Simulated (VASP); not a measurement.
A run of VASP 6.6.1:

The input INCAR:

```
PREC = Accurate
ENCUT = 520
EDIFF = 1E-6
ISMEAR = 1
SIGMA = 0.1
LREAL = False
LASPH = True
NELM = 80
ALGO = Normal
ISIF = 2
LWAVE = False
LCHARG = False
NBANDS = 12
```

Contents of KPOINTS:

```
regular mesh
0
Gamma
  14 14 14
```

The input POSCAR:

```
Cu
1.0
    0.0000000000      1.7953687620      1.7953687620
    1.7953687620      0.0000000000      1.7953687620
    1.7953687620      1.7953687620      0.0000000000
Cu
1
Direct
    0.0000000000      0.0000000000      0.0000000000
```

Potentials or basis: VASP PAW LDA potentials, release 64 (Cu).

Command:

```console
$ cat potpaw_LDA.64/Cu/POTCAR > POTCAR
$ mpirun -np 1 vasp_std > vasp.out
```

Hardware: 1 thread of Intel(R) Xeon(R) Platinum 8488C (Sapphire Rapids), on a shared host.

Estimate the wall time of this run.

It took 8.1 s on 1 thread of Intel(R) Xeon(R) Platinum 8488C (Sapphire Rapids) (shared host), peak memory 0.12 GiB. Counts: scf iterations 12, k points 104.
